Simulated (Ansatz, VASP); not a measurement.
# One calculation of Sc, two programs

```
CELL_PARAMETERS angstrom
3.30880 0.00000 0.00000
-1.65440 2.86550 0.00000
0.00000 0.00000 5.16264
ATOMIC_POSITIONS crystal
Sc 0.33333 0.66667 0.25000
Sc 0.66667 0.33333 0.75000
```

Change from the starting cell: strain -0.0200 x Voigt [0, 0, 1, 0, 0, 0], atoms carried along.

Alike in both runs: task single point; functional PBEsol; k mesh 18 × 18 × 10; occupations gaussian, width 0.15 eV; no spin polarisation.

|  | VASP | Ansatz |
| --- | --- | --- |
| version | VASP 6.6.1 | Ansatz 0.2.0 |
| potentials or method | VASP PAW PBE potentials, release 64 (Sc_sv), cutoff 520 eV | scalar-relativistic, plane waves, PAW |
| valence electrons in the cell | 22 | 22 |

|  | VASP | Ansatz | Ansatz less VASP |
| --- | --- | --- | --- |
| gap on the k mesh at the Fermi level (eV) | none | none | - |
| pressure (GPa) | -1.8 | -1.8 | 0.00 |
| traceless stress, the component that is largest in VASP (GPa) | -0.17 | -0.17 | -0.001 |

VASP's potentials were made for PBE, not for PBEsol. A gap of «none» marks a metal or a gap that the smearing closes. With one functional, cell and mesh, what is left measures potentials, basis and numerics.
